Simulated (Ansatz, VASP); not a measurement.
**MgCd2SO2 in VASP and in Ansatz**

```
Mg Cd S O
1.0
     4.20878    0.00000    0.00000
     0.00000    4.20878    0.00000
     0.00000    0.00000    5.41584
Mg Cd S O
1 2 1 2
Direct
  0.00000 0.00000 0.50000
  0.50000 0.50000 0.72238
  0.50000 0.50000 0.27762
  0.00000 0.00000 0.00000
  0.50000 0.00000 0.00000
  0.00000 0.50000 0.00000
```

Change from the starting cell: species swapped into the PrSi2Mo2C type (P4/mmm, No. 123).

Alike in both runs: task single point; functional PBE; k mesh 4 × 4 × 4; occupations gaussian, width 0.1 eV; collinear spin.

```csv
,VASP,Ansatz
version,VASP 6.6.1,Ansatz 0.2.0
potentials or method,"VASP PAW PBE potentials, release 64 (Mg, Cd, S, O), cutoff 520 eV","scalar-relativistic, plane waves, PAW"
valence electrons in the cell,44,68
```

```tsv
	VASP	Ansatz	Ansatz less VASP
gap on the k mesh at the Fermi level (eV)	none	none	-
pressure (GPa)	3.7	3.3	-0.32
traceless stress, the component that is largest in VASP (GPa)	2.45	2.06	-0.391
rms of the force components (eV/Å)	1.090	1.055	-0.0344
net moment per atom (μB)	0.00	0.00	0.000
```

Atom by atom the forces differ by 0.034 eV/Å (rms over components). A gap of «none» marks a metal or a gap that the smearing closes. VASP's potentials hold 44 valence electrons a cell and Ansatz's 68, so a difference there can come from the potentials and not from the codes. Ansatz's warnings: seeded moment not kept.

The k mesh is coarse, so the values compare programs but aren't converged.
